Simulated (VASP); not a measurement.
# Ta (Im-3m) in VASP: further runs

The runs below take Ta through single point, relaxation of cell and atoms, with revPBE+D3(BJ), r2SCAN50.

Program: VASP 6.6.1. These are calculated values, not measurements. Logs are shortened: lines on timing, memory, paths and dates and some standing lists are left out, and cuts for length are marked.

### Step 1. The cell of the first run

The structure is cubic, space group Im-3m (No. 229). Conventional cell: a = 3.271 Å, b = 3.271 Å, c = 3.271 Å, α = 90.00°, β = 90.00°, γ = 90.00°. Within 3.7 Å of Ta (site symmetry m-3m) lie 14 Ta at 2.83 to 3.27 Å.

### Step 2. Single point, revPBE+D3(BJ)

INCAR reads:

```
ALGO = Normal
EDIFF = 1E-6
ENCUT = 520
GGA = RE
ISIF = 2
ISMEAR = -1
IVDW = 12
LASPH = True
LCHARG = False
LREAL = False
LWAVE = False
NBANDS = 12
NELM = 60
PREC = Accurate
SIGMA = 0.05
```

KPOINTS reads:

```
k-points
0
Gamma
  11 11 11
```

POSCAR reads:

```
Ta
1.0
   -1.6352890944      1.6352890944      1.6352890944
    1.6352890944     -1.6352890944      1.6352890944
    1.6352890944      1.6352890944     -1.6352890944
Ta
1
Direct
    0.0000000000      0.0000000000      0.0000000000
```

Potentials or basis: VASP PAW PBE potentials, release 64 (Ta_pv).

On the command line:

```console
$ cat potpaw_PBE.64/Ta_pv/POTCAR > POTCAR
$ mpirun -np 1 vasp_std > vasp.out
```

OUTCAR:

```text
EDIFF = 1E-6
   ENCUT = 520
   GGA = RE
   ISIF = 2
   ISMEAR = -1
   IVDW = 12
   LASPH = True
   LREAL = False
   NELM = 60
   PREC = Accurate
 IVDW          = 12

 ion  position               nearest neighbor table
   1  0.000  0.000  0.000-

  LATTYP: Found a body centered cubic cell.
 ALAT       =     3.2705781888

  Lattice vectors:

 A1 = (  -1.6352890944,   1.6352890944,   1.6352890944)
 A2 = (   1.6352890944,  -1.6352890944,   1.6352890944)
 A3 = (   1.6352890944,   1.6352890944,  -1.6352890944)

Analysis of symmetry for initial positions (statically):
=====================================================================
 Subroutine PRICEL returns:
 Original cell was already a primitive cell.

 Routine SETGRP: Setting up the symmetry group for a
 body centered cubic supercell.

 Subroutine GETGRP returns: Found 48 space group operations
 (whereof 48 operations were pure point group operations)
 out of a pool of 48 trial point group operations.

The static configuration has the point symmetry O_h .

Analysis of symmetry for dynamics (positions and initial velocities):
=====================================================================
 Subroutine PRICEL returns:
 Original cell was already a primitive cell.

 Routine SETGRP: Setting up the symmetry group for a
 body centered cubic supercell.

 Subroutine GETGRP returns: Found 48 space group operations
 (whereof 48 operations were pure point group operations)
 out of a pool of 48 trial point group operations.

The dynamic configuration has the point symmetry O_h .

 Subroutine INISYM returns: Found 48 space group operations
 (whereof 48 operations are pure point group operations),
 and found     1 'primitive' translations

----------------------------------------------------------------------------------------

                                     Primitive cell

  volume of cell :      17.4922

  direct lattice vectors                    reciprocal lattice vectors
    -1.635289094  1.635289094  1.635289094     0.000000000  0.305756335  0.305756335
     1.635289094 -1.635289094  1.635289094     0.305756335  0.000000000  0.305756335
     1.635289094  1.635289094 -1.635289094     0.305756335  0.305756335  0.000000000

  length of vectors
     2.832403797  2.832403797  2.832403797     0.432404756  0.432404756  0.432404756

  position of ions in fractional coordinates (direct lattice)
     0.000000000  0.000000000  0.000000000

  ion indices of the primitive-cell ions
   primitive index   ion index
                 1           1

----------------------------------------------------------------------------------------

 KPOINTS: k-points

Automatic generation of k-mesh.
 Grid dimensions read from file:
 generate k-points for:   11   11   11

 Generating k-lattice:

  Cartesian coordinates                     Fractional coordinates (reciprocal lattice)
     0.000000000  0.027796030  0.027796030     0.090909091  0.000000000  0.000000000
     0.027796030  0.000000000  0.027796030     0.000000000  0.090909091  0.000000000
     0.027796030  0.027796030  0.000000000     0.000000000  0.000000000  0.090909091

  Length of vectors
     0.039309523  0.039309523  0.039309523

  Shift w.r.t. Gamma in fractional coordinates (k-lattice)
     0.000000000  0.000000000  0.000000000

 Subroutine IBZKPT returns following result:
 ===========================================

 Found     56 irreducible k-points:

 Following reciprocal coordinates:
            Coordinates               Weight
  0.000000  0.000000  0.000000      1.000000
  0.090909  0.000000  0.000000     12.000000
  0.181818  0.000000  0.000000     12.000000
  0.272727  0.000000  0.000000     12.000000
  0.363636  0.000000  0.000000     12.000000
  0.454545  0.000000  0.000000     12.000000
[... 16 lines left out ...]
  0.272727  0.181818  0.090909     48.000000
  0.363636  0.181818  0.090909     24.000000
 [... further k-points ...]
   k-points           NKPTS =     56   k-points in BZ     NKDIM =     56   number of bands    NBANDS=     12
   number of dos      NEDOS =    301   number of ions     NIONS =      1
   total plane-waves  NPLWV =  13824
   dimension x,y,z NGX =    24 NGY =   24 NGZ =   24
   dimension x,y,z NGXF=    48 NGYF=   48 NGZF=   48
   ions per type =               1
   NGX,Y,Z   is equivalent  to a cutoff of  14.09, 14.09, 14.09 a.u.
   NGXF,Y,Z  is equivalent  to a cutoff of  28.17, 28.17, 28.17 a.u.
 SYSTEM =  unknown system
   PREC   = accura    normal or accurate (medium, high low for compatibility)
   ISTART =      0    job   : 0-new  1-cont  2-samecut
   ICHARG =      2    charge: 1-file 2-atom 10-const
   ISPIN  =      1    spin polarized calculation?
   LNONCOLLINEAR =      F non collinear calculations
   LSORBIT =      F    spin-orbit coupling
   LASPH  =      T    aspherical Exc in radial PAW
   ENCUT  =  520.0 eV  38.22 Ry    6.18 a.u.   5.27  5.27  5.27*2*pi/ulx,y,z
   NELM   =     60;   NELMIN=  2; NELMDL= -5     # of ELM steps
   EDIFF  = 0.1E-05   stopping-criterion for ELM
   LREAL  =      F    real-space projection
   EDIFFG = 0.1E-04   stopping-criterion for IOM
   NSW    =      0    number of steps for IOM
   IBRION =     -1    ionic relax: 0-MD 1-quasi-New 2-CG
   NFREE  =      0    steps in history (QN), initial steepest desc. (CG)
   ISIF   =      2    stress and relaxation
   ISYM   =      2    0-nonsym 1-usesym 2-fastsym
   POTIM  = 0.5000    time-step for ionic-motion
   TEBEG  =    0.0;   TEEND  =   0.0 temperature during run
   PSTRESS=    0.0 pullay stress
   NELECT =      11.0000    total number of electrons
   NUPDOWN=      -1.0000    fix difference up-down
   EMIN   =  10.00;   EMAX   =-10.00  energy-range for DOS
   EFERMI =   0.00;   METHOD = LEGACY
   ISMEAR =    -1;   SIGMA  =   0.05  broadening in eV -4-tet -1-fermi 0-gaus
   EFERMI_NEDOS =   21; number of points for ismear=-14 and -15
   IALGO  =     38    algorithm
   IMIX   =      4    mixing-type and parameters
     AMIX     =   0.40;   BMIX     =  1.00
     AMIX_MAG =   1.60;   BMIX_MAG =  1.00
  volume/ion in A,a.u.               =      17.49       118.04
  Fermi-wavevector in a.u.,A,eV,Ry     =   1.402570  2.650473 26.765413  1.967202
  Thomas-Fermi vector in A             =   2.525318
   LORBIT       =      0    0 simple, 1 ext, 2 COOP (PROOUT), +10 PAW based schemes
   GGA     = RE    functional components
   LHFCALC =     F    Hartree Fock is set to
   AEXX    =    0.0000 exact exchange contribution
   IVDW    =    12    specifies the selected vdW correction
   LEPSILON=     F    determine dielectric tensor
   LRPA    =     F    only Hartree local field effects (RPA)
 non-spin polarized calculation
  energy-cutoff  :      520.00
  volume of cell :       17.49
 maximum number of plane-waves:       479
 NGX is ok and might be reduce to    24
   NGX = 11   NGY = 11   NGZ = 11

 number of electron      11.0000001 magnetization

 Free energy of the ion-electron system (eV)
  ---------------------------------------------------
  ext. energy  EPLUGINS =         0.00000000
  ---------------------------------------------------
  free energy    TOTEN  =       -11.38560002 eV

  energy without entropy =      -11.37859389  energy(sigma->0) =      -11.38209696

 E-fermi :   5.7912     XC(G=0): -12.7307

 val. band max:        5.7019705526   @ k =   0.1818   0.0000   0.0000
 cond. band min:       5.8602241103   @ k =   0.3636   0.1818   0.0909
 fundamental gap:      0.1582535577
 Fermi energy:         5.7912380061

 k-point     1 :       0.0000    0.0000    0.0000
  band No.  band energies     occupation
      1     -27.1829      2.00000
      2     -27.1829      2.00000
      3     -27.1829      2.00000
      4      -2.2374      2.00000
      5       6.5382      0.00000
      6       6.5382      0.00000
      7       6.5382      0.00000
      8       9.9185      0.00000
      9       9.9185      0.00000
     10      20.6335      0.00000
     11      20.9125      0.00000
     12      20.9125      0.00000

 k-point     2 :       0.0909    0.0000    0.0000
  band No.  band energies     occupation
      1     -27.2945      2.00000
      2     -27.2170      2.00000
      3     -27.1836      2.00000
      4      -1.8590      2.00000
      5       6.2932      0.00009
      6       6.4532      0.00000
      7       6.9127      0.00000
      8       9.5523      0.00000
      9       9.9201      0.00000
     10      20.6335      0.00000
     11      21.2451      0.00000
     12      21.5750      0.00000

 k-point     3 :       0.1818    0.0000    0.0000
  band No.  band energies     occupation
      1     -27.5847      2.00000
      2     -27.3072      2.00000
      3     -27.1855      2.00000
      4      -0.8402      2.00000
      5       5.7020      1.71271
      6       6.0555      0.01008
      7       8.0052      0.00000
      8       9.1907      0.00000
      9       9.9766      0.00000
     10      20.6329      0.00000
     11      21.7094      0.00000
     12      23.4040      0.00000
[... 286 lines left out ...]
 k-point    23 :       0.2727    0.1818    0.0909
  band No.  band energies     occupation
      1     -28.2419      2.00000
      2     -27.6836      2.00000
      3     -27.3868      2.00000
      4       2.8790      2.00000
      5       4.2073      2.00000
      6       5.1861      1.99999
      7      10.2893      0.00000
      8      10.8720      0.00000
      9      15.2828      0.00000
     10      16.5947      0.00000
     11      20.1083      0.00000
     12      20.6377      0.00000

 k-point    24 :       0.3636    0.1818    0.0909
  band No.  band energies     occupation
      1     -28.2453      2.00000
      2     -27.7691      2.00000
      3     -27.3956      2.00000
      4       2.8864      2.00000
      5       4.1464      2.00000
      6       5.8602      0.40211
      7      10.3835      0.00000
      8      10.9810      0.00000
      9      15.2913      0.00000
     10      16.2531      0.00000
     11      19.4673      0.00000
     12      20.6370      0.00000

 [... further k-points ...]

------------------------ aborting loop because EDIFF is reached ----------------------------------------

 Edisp (eV)   -1.21239

 E8    (eV) :    -0.9161

  FORCE on cell =-STRESS in cart. coord.  units (eV):
  Direction    XX          YY          ZZ          XY          YZ          ZX
  --------------------------------------------------------------------------------------
  -------------------------------------------------------------------------------------
  Total       0.03072     0.03072     0.03072     0.00000     0.00000     0.00000
  in kB       2.81415     2.81415     2.81415     0.00000     0.00000     0.00000
  external pressure =        2.81 kB  Pullay stress =        0.00 kB

 VOLUME and BASIS-vectors are now :
 -----------------------------------------------------------------------------
  energy-cutoff  :      520.00
  volume of cell :       17.49
      direct lattice vectors                 reciprocal lattice vectors
    -1.635289094  1.635289094  1.635289094     0.000000000  0.305756335  0.305756335
     1.635289094 -1.635289094  1.635289094     0.305756335  0.000000000  0.305756335
     1.635289094  1.635289094 -1.635289094     0.305756335  0.305756335  0.000000000

 POSITION                                       TOTAL-FORCE (eV/Angst)
 -----------------------------------------------------------------------------------
      0.00000      0.00000      0.00000         0.000000      0.000000      0.000000
 -----------------------------------------------------------------------------------
    total drift:                                0.000000      0.000000      0.000000

  FREE ENERGIE OF THE ION-ELECTRON SYSTEM (eV)
  ---------------------------------------------------
  free  energy   TOTEN  =       -12.5979913602 eV

  energy  without entropy=      -12.5909852345  energy(sigma->0) =      -12.59448830
```

Run time: 7.3 s. Hardware: 1 thread of AMD EPYC 9R45 (Zen 5), shared host; peak memory 0.12 GiB.

What came out:

```yaml
Free_energy: -12.5980 eV
Pressure: 0.3 GPa
Dispersion_energy_per_atom: -1.212 eV
```

Caveat: the PAW data sets were made with another functional, which shifts forces and pressure a little; spin-orbit coupling is left out, which moves the levels of the heavy elements; pairwise dispersion overbinds metals, which lowers pressure and volume.

(Part 1 of 2 ends here.)
